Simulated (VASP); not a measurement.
# PbSe (I4/mmm) in VASP: a series of runs, part 2 of 2

VASP 6.6.1. Earlier steps stand in the parts before.

### 4 Single point, r2SCAN (uniaxial z strain -1.0%)

POSCAR

```
PbSe
1.0
    0.0000000000      3.0887022195      3.0578151973
    3.0887022195      0.0000000000      3.0578151973
    3.0887022195      3.0887022195      0.0000000000
Pb Se
1 1
Direct
    0.0000000000      0.0000000000      0.0000000000
    0.5000000000      0.5000000000      0.5000000000
```

INCAR.step1

```
PREC     = Accurate       # precision mode
ENCUT    = 520            # plane-wave cutoff, eV
ISMEAR   = 0              # smearing method
SIGMA    = 0.01           # smearing width, eV
LREAL    = False          # projectors in reciprocal space
LASPH    = True           # aspherical terms in the spheres
NELM     = 80             # most SCF steps
NBANDS   = 17             # bands
GGA      = PE             # functional
ALGO     = Normal         # electronic algorithm
EDIFF    = 1E-4           # SCF threshold, eV
LWAVE    = True           # write WAVECAR
LCHARG   = False          # write CHGCAR
```

INCAR.step2

```
PREC     = Accurate       # precision mode
ENCUT    = 520            # plane-wave cutoff, eV
EDIFF    = 1E-6           # SCF threshold, eV
ISMEAR   = 0              # smearing method
SIGMA    = 0.01           # smearing width, eV
LREAL    = False          # projectors in reciprocal space
LASPH    = True           # aspherical terms in the spheres
NELM     = 80             # most SCF steps
ALGO     = Normal         # electronic algorithm
ISIF     = 2              # what is computed and relaxed
LWAVE    = False          # write WAVECAR
LCHARG   = True           # write CHGCAR
METAGGA  = R2SCAN         # meta-GGA
LMIXTAU  = True         
LELF     = True           # ELF
LVHAR    = True         
NBANDS   = 17             # bands
ISTART   = 1
```

KPOINTS

```
Automatic mesh
0
Gamma
  8 8 8
```

Potentials or basis: VASP PAW PBE potentials, release 64 (Pb_d, Se).

The run is started by

```sh
$ cat potpaw_PBE.64/Pb_d/POTCAR potpaw_PBE.64/Se/POTCAR > POTCAR
$ cp INCAR.step1 INCAR
$ mpirun -np 1 vasp_std > vasp.out
$ cp INCAR.step2 INCAR
$ mpirun -np 1 vasp_std > vasp.out
```

OUTCAR:

```text
PREC = Accurate
   ENCUT = 520
   EDIFF = 1E-6
   ISMEAR = 0
   LREAL = False
   LASPH = True
   NELM = 80
   ISIF = 2
   METAGGA = R2SCAN
   ISTART = 1

 ion  position               nearest neighbor table
   1  0.000  0.000  0.000-   2 3.06   2 3.06   2 3.09   2 3.09   2 3.09   2 3.09
   2  0.500  0.500  0.500-   1 3.06   1 3.06   1 3.09   1 3.09   1 3.09   1 3.09

  LATTYP: Found a body centered tetragonal cell.
 ALAT       =     4.3680845689
 C/A-ratio  =     1.4000714267

  Lattice vectors:

 A1 = (   0.0000000000,  -3.0887022195,  -3.0578151973)
 A2 = (   0.0000000000,   3.0887022195,  -3.0578151973)
 A3 = (   3.0887022195,   0.0000000000,   3.0578151973)

Analysis of symmetry for initial positions (statically):
=====================================================================
 Subroutine PRICEL returns:
 Original cell was already a primitive cell.

 Routine SETGRP: Setting up the symmetry group for a
 body centered tetragonal supercell.

 Subroutine GETGRP returns: Found 16 space group operations
 (whereof 16 operations were pure point group operations)
 out of a pool of 16 trial point group operations.
[... 157 lines left out ...]
  ext. energy  EPLUGINS =         0.00000000
  ---------------------------------------------------
  free energy    TOTEN  =       -71.93669431 eV

  energy without entropy =      -71.93669431  energy(sigma->0) =      -71.93669431

 E-fermi :   4.8245     XC(G=0):  -9.9821

 val. band max:        4.6911543213   @ k =   0.5000  -0.0000   0.0000
 cond. band min:       5.3258345376   @ k =   0.5000  -0.0000   0.0000
 fundamental gap:      0.6346802163
 Fermi energy:         4.8245399955

 k-point     1 :       0.0000    0.0000    0.0000
  band No.  band energies     occupation
      1     -12.7395      2.00000
      2     -12.7363      2.00000
      3     -12.7361      2.00000
      4     -12.7361      2.00000
      5     -12.7303      2.00000
      6      -9.2968      2.00000
[... 457 lines left out ...]
      4     -12.7184      2.00000
      5     -12.7088      2.00000
      6      -8.4885      2.00000
[... 9 lines left out ...]
     16      14.8285      0.00000
     17      16.5351      0.00000

 [... further k-points ...]
[... 5 lines left out ...]
  --------------------------------------------------------------------------------------
  -------------------------------------------------------------------------------------
  Total        0.0576454      0.0576454      0.5078785      0.0000000      0.0000000      0.0000000
  in kB        1.5830050      1.5830050     13.9468825      0.0000000      0.0000000      0.0000000
  external PRESSURE =       5.7042975 kB  Pullay stress =       0.0000000 kB

 VOLUME and BASIS-vectors are now :
 -----------------------------------------------------------------------------
  energy-cutoff  :      520.00
  volume of cell :       58.34
      direct lattice vectors                 reciprocal lattice vectors
     0.000000000  3.088702220  3.057815197    -0.161880286  0.161880286  0.163515441
     3.088702220  0.000000000  3.057815197     0.161880286 -0.161880286  0.163515441
     3.088702220  3.088702220  0.000000000     0.161880286  0.161880286 -0.163515441

 POSITION                                       TOTAL-FORCE (eV/Angst)
 -----------------------------------------------------------------------------------
      0.00000      0.00000      0.00000        -0.000000      0.000000      0.000000
      3.08870      3.08870      3.05782         0.000000     -0.000000      0.000000
 -----------------------------------------------------------------------------------
    total drift:                                0.000000     -0.000000     -0.000000

  FREE ENERGIE OF THE ION-ELECTRON SYSTEM (eV)
  ---------------------------------------------------
  free  energy   TOTEN  =       -71.9366943114 eV

  energy  without entropy=      -71.9366943114  energy(sigma->0) =      -71.93669431
```

Wall time 2.9 min (1 thread of Intel Xeon 8259CL, shared host); peak memory 0.22 GiB.

Results:

```
Free energy            : -71.9367 eV
Pressure               : 0.6 GPa
Band gap on the k mesh : 0.63 eV
```

Caveat: the cell differs from its parent crystal (uniaxial z strain -1.0%); the PAW data sets were made with another functional, which shifts forces and pressure a little; spin-orbit coupling is left out, which moves the levels of the heavy elements. A k mesh can miss the band edges.

### 5 Single point, r2SCAN (uniaxial z strain +2.0%)

POSCAR

```
PbSe
1.0
    0.0000000000      3.0887022195      3.1504762639
    3.0887022195      0.0000000000      3.1504762639
    3.0887022195      3.0887022195      0.0000000000
Pb Se
1 1
Direct
    0.0000000000      0.0000000000      0.0000000000
    0.5000000000      0.5000000000      0.5000000000
```

INCAR.step1

```
PREC     = Accurate       # precision mode
ENCUT    = 520            # plane-wave cutoff, eV
ISMEAR   = 0              # smearing method
SIGMA    = 0.01           # smearing width, eV
LREAL    = F              # projectors in reciprocal space
LASPH    = T              # aspherical terms in the spheres
NELM     = 80             # most SCF steps
NBANDS   = 17             # bands
GGA      = PE             # functional
ALGO     = Normal         # electronic algorithm
EDIFF    = 1E-4           # SCF threshold, eV
LWAVE    = T              # write WAVECAR
LCHARG   = F              # write CHGCAR
```

INCAR.step2

```
PREC     = Accurate       # precision mode
ENCUT    = 520            # plane-wave cutoff, eV
EDIFF    = 1E-6           # SCF threshold, eV
ISMEAR   = 0              # smearing method
SIGMA    = 0.01           # smearing width, eV
LREAL    = F              # projectors in reciprocal space
LASPH    = T              # aspherical terms in the spheres
NELM     = 80             # most SCF steps
ALGO     = Normal         # electronic algorithm
ISIF     = 2              # what is computed and relaxed
LWAVE    = F              # write WAVECAR
LCHARG   = T              # write CHGCAR
METAGGA  = R2SCAN         # meta-GGA
LMIXTAU  = T            
LELF     = T              # ELF
LVHAR    = T            
NBANDS   = 17             # bands
ISTART   = 1
```

KPOINTS

```
regular mesh
0
Gamma
  8 8 8
```

The run is started by

```sh
$ cat potpaw_PBE.64/Pb_d/POTCAR potpaw_PBE.64/Se/POTCAR > POTCAR
$ cp INCAR.step1 INCAR
$ mpirun -np 1 vasp_std > vasp.out
$ cp INCAR.step2 INCAR
$ mpirun -np 1 vasp_std > vasp.out
```

Run time: 4.7 min. Hardware: 1 thread of Intel Xeon 8259CL, shared host; peak memory 0.24 GiB.

Results (log left out):

* Free energy: -71.9312 eV
* Pressure: -0.9 GPa
* Band gap on the k mesh: 0.72 eV

Stress tensor (GPa, compression positive):
```
-0.26  0.00  0.00
 0.00 -0.26  0.00
 0.00  0.00 -2.24
```

Levels at points of the mesh, in eV from the valence-band top:
```csv
k point,band 6,band 7,band 8,band 9,band 10,band 11,band 12,band 13,band 14,band 15
"(0.00, 0.00, 0.00)",-13.72,-6.40,-1.83,-1.83,-1.66,4.67,5.11,5.11,7.01,7.13
"(0.50, 0.00, 0.00)",-12.72,-8.77,-1.41,-1.37,0.00,0.72,2.00,2.10,9.04,10.56
"(0.50, 0.50, 0.00)",-12.46,-7.38,-4.69,-3.04,-3.04,4.30,5.91,5.91,6.12,11.79
"(0.50, 0.00, 0.50)",-12.37,-7.47,-4.74,-3.17,-2.97,4.22,5.57,6.03,6.38,11.60
```

Caveat: the cell differs from its parent crystal (uniaxial z strain +2.0%); the PAW data sets were made with another functional, which shifts forces and pressure a little; spin-orbit coupling is left out, which moves the levels of the heavy elements.

### 6 Single point, r2SCAN (uniaxial z strain +3.0%)

POSCAR

```
PbSe
1.0
    0.0000000000      3.0887022195      3.1813632861
    3.0887022195      0.0000000000      3.1813632861
    3.0887022195      3.0887022195      0.0000000000
Pb Se
1 1
Direct
    0.0000000000      0.0000000000      0.0000000000
    0.5000000000      0.5000000000      0.5000000000
```

INCAR.step1

```
SYSTEM = PbSe
PREC = Accurate ; ENCUT = 520
ISMEAR = 0 ; SIGMA = 0.01
LREAL = .FALSE. ; LASPH = .TRUE.
NELM = 60 ; NBANDS = 17
GGA = PE ; ALGO = Normal
EDIFF = 1E-4 ; LWAVE = .TRUE.
LCHARG = .FALSE.
```

INCAR.step2

```
SYSTEM = PbSe
PREC = Accurate ; ENCUT = 520
EDIFF = 1E-6 ; ISMEAR = 0
SIGMA = 0.01 ; LREAL = .FALSE.
LASPH = .TRUE. ; NELM = 60
ALGO = Normal ; ISIF = 2
LWAVE = .FALSE. ; LCHARG = .FALSE.
METAGGA = R2SCAN ; LMIXTAU = .TRUE.
NBANDS = 17 ; ISTART = 1
```

KPOINTS

```
regular mesh
0
G
  8 8 8
  0 0 0
```

Potentials or basis: VASP PAW PBE potentials, release 64 (Pb_d, Se).

The run is started by

```sh
$ cat potpaw_PBE.64/Pb_d/POTCAR potpaw_PBE.64/Se/POTCAR > POTCAR
$ cp INCAR.step1 INCAR
$ mpirun -np 1 vasp_std > vasp.out
$ cp INCAR.step2 INCAR
$ mpirun -np 1 vasp_std > vasp.out
```

Run time: 5 min. Hardware: 1 thread of Intel Xeon 8259CL, shared host; peak memory 0.24 GiB.

The run converged. Its results:

* Free energy: -71.9214 eV
* Pressure: -1.3 GPa
* Band gap on the k mesh: 0.74 eV

Stress tensor (GPa, compression positive):
```
-0.39  0.00  0.00
 0.00 -0.39  0.00
 0.00  0.00 -3.15
```

Levels at points of the mesh, in eV from the valence-band top:
```csv
k point,band 7,band 8,band 9,band 10,band 11,band 12,band 13,band 14
"(0.00, 0.00, 0.00)",-6.42,-1.82,-1.82,-1.57,4.51,5.16,5.16,7.00
"(0.50, 0.00, 0.00)",-8.73,-1.39,-1.32,0.00,0.74,2.00,2.14,9.02
"(0.50, 0.50, 0.00)",-7.34,-4.60,-2.97,-2.97,4.36,5.91,5.91,5.99
"(0.50, 0.00, 0.50)",-7.47,-4.67,-3.17,-2.86,4.25,5.41,6.09,6.38
```

Caveat: the cell differs from its parent crystal (uniaxial z strain +3.0%); the PAW data sets were made with another functional, which shifts forces and pressure a little; spin-orbit coupling is left out, which moves the levels of the heavy elements.

### 7 Overview

```tsv
level	cell	smearing	gap on the mesh (eV)	pressure (GPa)
PBE	a = 4.456, b = 4.456, c = 4.368 Å, angles 60.7, 60.7, 58.7°, 2 atoms	fermi-dirac 0.02 eV	0.46	-0.7
r2SCAN	a = 4.325, b = 4.325, c = 4.368 Å, angles 59.7, 59.7, 60.7°, 2 atoms	gaussian 0.01 eV	0.59	1.2
r2SCAN	a = 4.346, b = 4.346, c = 4.368 Å, angles 59.8, 59.8, 60.3°, 2 atoms	gaussian 0.01 eV	0.63	0.6
r2SCAN	a = 4.412, b = 4.412, c = 4.368 Å, angles 60.3, 60.3, 59.3°, 2 atoms	gaussian 0.01 eV	0.72	-0.9
r2SCAN	a = 4.434, b = 4.434, c = 4.368 Å, angles 60.5, 60.5, 59.0°, 2 atoms	gaussian 0.01 eV	0.74	-1.3
```

Alike in all rows: task single point; potentials or basis VASP PAW PBE potentials, release 64 (Pb_d, Se); no spin polarisation; k mesh 8 × 8 × 8; cutoff (eV) 520.

Caveats: spin-orbit coupling is left out, which moves the levels of the heavy elements; the PAW data sets were made with another functional, which shifts forces and pressure a little (at least some runs).

Total energies depend on the potentials used, so only differences within one code and one set of settings carry meaning.
